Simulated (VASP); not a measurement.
# LiCl (Fm-3m) in VASP: notebook, part 2 of 2

VASP 6.6.1. Earlier steps stand in the parts before.

## 4. Single point, PBE

INCAR reads:

```
SYSTEM = LiCl
ALGO = Normal
EDIFF = 1E-6
ENCUT = 750
GGA = PE
GGA_COMPAT = .False.
ISIF = 2
ISMEAR = -1
LASPH = .True.
LCHARG = .True.
LELF = .True.
LREAL = .False.
LVHAR = .True.
LWAVE = .False.
NBANDS = 12
NELM = 120
PREC = Accurate
SIGMA = 0.02
```

KPOINTS reads:

```
k-points
0
Gamma
  8 8 8
  0 0 0
```

POSCAR reads:

```
LiCl
1.0
    0.0000000000      2.5647700000      2.5647700000
    2.5647700000      0.0000000000      2.5647700000
    2.5647700000      2.5647700000      0.0000000000
Cl Li
1 1
Direct
    0.5000000000      0.5000000000      0.5000000000
    0.0000000000      0.0000000000      0.0000000000
```

Launch:

```console
> cat potpaw_PBE.64/Cl/POTCAR potpaw_PBE.64/Li_sv/POTCAR > POTCAR
> mpirun -np 1 vasp_std > vasp.out
```

Wall time 22 s (1 thread of Intel Xeon 8259CL, shared host); peak memory 0.17 GiB.

Results (log left out):

```
Free energy            : -7.3834 eV
Pressure               : 0.3 GPa
Band gap on the k mesh : 6.33 eV
```

Levels at points of the mesh, in eV from the valence-band top:
| k point | band 2 | band 3 | band 4 | band 5 | band 6 | band 7 | band 8 | band 9 |
| --- | --- | --- | --- | --- | --- | --- | --- | --- |
| (0.00, 0.00, 0.00) | -13.40 | 0.00 | 0.00 | 0.00 | 6.33 | 11.94 | 11.94 | 11.94 |
| (0.50, 0.00, 0.00) | -12.83 | -2.81 | -0.26 | -0.26 | 6.76 | 9.50 | 9.50 | 12.97 |
| (0.50, 0.50, 0.00) | -12.58 | -2.89 | -1.10 | -1.10 | 7.87 | 8.29 | 12.44 | 14.12 |

## 5. Single point, revPBE+D3(BJ)

This run uses another cell than the first one, of 15.68 Å³/atom.

INCAR reads:

```
SYSTEM = LiCl
ALGO     = Normal         ! electronic algorithm
EDIFF    = 1E-6           ! SCF threshold, eV
ENCUT    = 750            ! plane-wave cutoff, eV
GGA      = RE             ! functional
GGA_COMPAT= .FALSE.      
ISIF     = 2              ! what is computed and relaxed
ISMEAR   = -1             ! smearing method
IVDW     = 12             ! dispersion correction
LASPH    = .TRUE.         ! aspherical terms in the spheres
LCHARG   = .FALSE.        ! write CHGCAR
LREAL    = .FALSE.        ! projectors in reciprocal space
LWAVE    = .FALSE.        ! write WAVECAR
NBANDS   = 12             ! bands
NELM     = 120            ! most SCF steps
PREC     = Accurate       ! precision mode
SIGMA    = 0.05           ! smearing width, eV
```

KPOINTS reads:

```
k-points
0
G
  9 9 9
  0 0 0
```

POSCAR reads:

```
LiCl
1.0
    0.0000000000      2.5029213810      2.5029213810
    2.5029213810      0.0000000000      2.5029213810
    2.5029213810      2.5029213810      0.0000000000
Cl Li
1 1
Direct
    0.5000000000      0.5000000000      0.5000000000
    0.0000000000      0.0000000000      0.0000000000
```

Potentials or basis: VASP PAW PBE potentials, release 64 (Cl, Li_sv).

Launch:

```console
> cat potpaw_PBE.64/Cl/POTCAR potpaw_PBE.64/Li_sv/POTCAR > POTCAR
> mpirun -np 1 vasp_std > vasp.out
```

OUTCAR:

```text
SYSTEM = LiCl
   EDIFF = 1E-6
   ENCUT = 750
   GGA = RE
   ISIF = 2
   ISMEAR = -1
   IVDW = 12
   LASPH = .TRUE.
   LREAL = .FALSE.
   NELM = 120
   PREC = Accurate
 IVDW          = 12

 ion  position               nearest neighbor table
   1  0.500  0.500  0.500-   2 2.50   2 2.50   2 2.50   2 2.50   2 2.50   2 2.50
   2  0.000  0.000  0.000-   1 2.50   1 2.50   1 2.50   1 2.50   1 2.50   1 2.50

  LATTYP: Found a face centered cubic cell.
 ALAT       =     5.0058427620

  Lattice vectors:

[... 549 lines left out ...]

 Edisp (eV)   -0.96512

 E8    (eV) :    -0.6339

  FORCE on cell =-STRESS in cart. coord.  units (eV):
  Direction    XX          YY          ZZ          XY          YZ          ZX
  --------------------------------------------------------------------------------------
  -------------------------------------------------------------------------------------
  Total      -0.02855    -0.02855    -0.02855     0.00000    -0.00000     0.00000
  in kB      -1.45888    -1.45888    -1.45888     0.00000    -0.00000     0.00000
  external pressure =       -1.46 kB  Pullay stress =        0.00 kB

 VOLUME and BASIS-vectors are now :
 -----------------------------------------------------------------------------
  energy-cutoff  :      750.00
  volume of cell :       31.36
      direct lattice vectors                 reciprocal lattice vectors
     0.000000000  2.502921381  2.502921381    -0.199766562  0.199766562  0.199766562
     2.502921381  0.000000000  2.502921381     0.199766562 -0.199766562  0.199766562
     2.502921381  2.502921381  0.000000000     0.199766562  0.199766562 -0.199766562

 POSITION                                       TOTAL-FORCE (eV/Angst)
 -----------------------------------------------------------------------------------
      2.50292      2.50292      2.50292        -0.000000      0.000000      0.000000
      0.00000      0.00000      0.00000         0.000000     -0.000000     -0.000000
 -----------------------------------------------------------------------------------
    total drift:                               -0.000000     -0.000000      0.000000

  FREE ENERGIE OF THE ION-ELECTRON SYSTEM (eV)
  ---------------------------------------------------
  free  energy   TOTEN  =        -7.9226810910 eV

  energy  without entropy=       -7.9226810910  energy(sigma->0) =       -7.92268109
```

OSZICAR:

```text
N       E                     dE             d eps       ncg     rms          rms(c)
DAV:   1     0.505393420855E+02    0.50539E+02   -0.51990E+03   840   0.101E+03
DAV:   2    -0.396866293879E+01   -0.54508E+02   -0.52051E+02  1112   0.166E+02
DAV:   3    -0.691799444894E+01   -0.29493E+01   -0.29378E+01  1100   0.400E+01
DAV:   4    -0.700522426176E+01   -0.87230E-01   -0.87177E-01  1196   0.661E+00
DAV:   5    -0.700639176949E+01   -0.11675E-02   -0.11675E-02  1100   0.673E-01    0.271E+00
DAV:   6    -0.694588021454E+01    0.60512E-01   -0.13496E-01  1024   0.182E+00    0.199E+00
DAV:   7    -0.695174089419E+01   -0.58607E-02   -0.56005E-02  1148   0.137E+00    0.103E+00
DAV:   8    -0.695749390287E+01   -0.57530E-02   -0.97360E-03  1000   0.732E-01    0.158E-01
DAV:   9    -0.695746309436E+01    0.30809E-04   -0.17451E-04  1024   0.949E-02    0.623E-02
DAV:  10    -0.695756259497E+01   -0.99501E-04   -0.20740E-04  1004   0.104E-01    0.629E-02
DAV:  11    -0.695756451141E+01   -0.19164E-05   -0.13338E-05  1112   0.229E-02    0.197E-03
DAV:  12    -0.695756529559E+01   -0.78418E-06   -0.68730E-07   980   0.630E-03
   1 F= -.79226811E+01 E0= -.79226811E+01  d E =-.364177E-10
```

Run time: 15 s. Hardware: 1 thread of Intel Xeon Platinum 8488C (Sapphire Rapids), shared host; peak memory 0.18 GiB.

Results:

| Item | Value |
| --- | --- |
| Free energy | -7.9227 eV |
| Pressure | -0.1 GPa |
| Band gap on the k mesh | 6.97 eV |
| Dispersion energy per atom | -0.483 eV |

Caveat: the PAW data sets were made with another functional, which shifts forces and pressure a little; an odd mesh through Γ misses points on the zone boundary, where band edges can lie. Expect the measured gap to be larger: semilocal functionals such as revPBE lack the derivative discontinuity.

## 6. Overview

```csv
level,cell,k mesh,smearing,gap on the mesh (eV),pressure (GPa)
PBE,"a = 3.627 Å, angles 60.0°, 2 atoms",9 × 9 × 9,gaussian 0.02 eV,6.33,0.3
PBE,"a = 3.627 Å, angles 60.0°, 2 atoms",6 × 6 × 6,gaussian 0.01 eV,6.33,0.3
PBE,"a = 3.627 Å, angles 60.0°, 2 atoms",8 × 8 × 8,fermi-dirac 0.02 eV,6.33,0.3
revPBE+D3(BJ),"a = 3.540 Å, angles 60.0°, 2 atoms",9 × 9 × 9,fermi-dirac 0.05 eV,6.97,-0.1
```

Alike in all rows: task single point; potentials or basis VASP PAW PBE potentials, release 64 (Cl, Li_sv); no spin polarisation; cutoff (eV) 750.

Caveats: an odd mesh through Γ misses points on the zone boundary, where band edges can lie (at least some runs); the PAW data sets were made with another functional, which shifts forces and pressure a little (at least some runs).

Absolute energies hang on the potentials; compare differences alone.
